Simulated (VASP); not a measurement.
Set up this calculation in VASP 6.6.1, as the native input.

- Task: single point
- Functional: LDA
- Potentials or basis: VASP PAW LDA potentials, release 64 (Ag)
- Cutoff: 520 eV
- k mesh: 15 × 15 × 15
- Occupations: methfessel-paxton, width 0.15 eV
- Spin: no spin polarisation
- Dipole correction: no
- Further INCAR settings: ALGO = Normal; EDIFF = 1e-07; NBANDS = 12

The structure of Ag lies in POSCAR:

```
Ag
1.0
    0.0000000000      2.0427500000      2.0427500000
    2.0427500000      0.0000000000      2.0427500000
    2.0427500000      2.0427500000      0.0000000000
Ag
1
Direct
    0.0000000000      0.0000000000      0.0000000000
```

The input as run:

INCAR

```
SYSTEM = Ag
ALGO = Normal
EDIFF = 1E-7
ENCUT = 520
ISIF = 2
ISMEAR = 1
LASPH = .True.
LCHARG = .True.
LELF = .True.
LREAL = .False.
LVHAR = .True.
LWAVE = .False.
NBANDS = 12
NELM = 80
PREC = Accurate
SIGMA = 0.15
```

KPOINTS

```
k-points
0
Gamma
  15 15 15
  0 0 0
```

Potentials or basis: VASP PAW LDA potentials, release 64 (Ag).

Launch:

```sh
$ cat potpaw_LDA.64/Ag/POTCAR > POTCAR
$ mpirun -np 1 vasp_std > vasp.out
```

It gave:

| Quantity | Value |
| --- | --- |
| Pressure | -7.3 GPa |

Wall time 13 s on 1 thread of Intel(R) Xeon(R) Platinum 8488C (Sapphire Rapids), with other jobs on the host, peak memory 0.14 GiB.
